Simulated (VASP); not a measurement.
Here is a VASP 6.6.1 calculation.

File INCAR:

```
SYSTEM = Fe
PREC = Accurate ; ENCUT = 520
EDIFF = 1E-7 ; ISMEAR = -1
SIGMA = 0.05 ; LREAL = .FALSE.
LASPH = .TRUE. ; NELM = 150
ALGO = Normal ; ISIF = 2
LWAVE = .FALSE. ; LCHARG = .TRUE.
ISPIN = 2 ; MAGMOM = 2.405
LORBIT = 11 ; LMAXMIX = 4
GGA = B5 ; ALDAX = 1.0
AGGAX = 1.0 ; AGGAC = 1.0
ALDAC = 0.0 ; LELF = .TRUE.
LVHAR = .TRUE. ; NBANDS = 14
```

File KPOINTS:

```
Automatic mesh
0
G
  15 15 15
  0 0 0
```

Contents of POSCAR:

```
Fe
1.0
    2.4063866513      0.0000000000      0.0000000000
    0.0000000000      2.4063866513      0.0000000000
    0.0000000000      0.0000000000      2.4063866513
Fe
1
Direct
    0.0000000000      0.0000000000      0.0000000000
```

Potentials or basis: VASP PAW PBE potentials, release 64 (Fe).

The run is started by

```bash
$ cat potpaw_PBE.64/Fe/POTCAR > POTCAR
$ mpirun -np 1 vasp_std > vasp.out
```

**Question.** Predict the net moment.

**Answer.** 2.36 μB per cell.

**Question.** Predict the site moments.

**Answer.** Fe +2.35 μB.

**Question.** Estimate the pressure.

**Answer.** -0.7 GPa.

Caveat: the PAW data sets were made with another functional, which shifts forces and pressure a little.
